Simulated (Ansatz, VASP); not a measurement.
## Al2Au: VASP beside Ansatz

```xyz
3
Lattice="4.6896 0.0000 0.0000 -2.3448 4.0613 0.0000 0.0000 0.0000 2.8315" Properties=species:S:1:pos:R:3 pbc="T T T"
Al    0.0000    2.7076    1.4158
Al    2.3448    1.3538    1.4158
Au    0.0000    0.0000    0.0000
```

Alike in both runs: functional PBE; k mesh 12 × 12 × 16; occupations gaussian, width 0.1 eV; no spin polarisation.

Ansatz relaxed the structure, and its values are those at the end. VASP's run is a single point on that final structure, the one shown.

|  | VASP | Ansatz |
| --- | --- | --- |
| version | VASP 6.6.1 | Ansatz 0.2.0 |
| potentials or method | VASP PAW PBE potentials, release 64 (Al, Au), cutoff 520 eV | scalar-relativistic, plane waves, PAW |
| valence electrons in the cell | 17 | 25 |

```csv
,VASP,Ansatz,Ansatz less VASP
gap on the k mesh at the Fermi level (eV),none,none,-
pressure (GPa),-0.1,0.0,+0.10
```

A gap of «none» marks a metal or a gap that the smearing closes. The functional is the same, so the differences come from potentials, cutoffs and numerics. VASP's potentials hold 17 valence electrons a cell and Ansatz's 25, so a difference there can come from the potentials and not from the codes.

Neither program's run includes spin-orbit coupling.
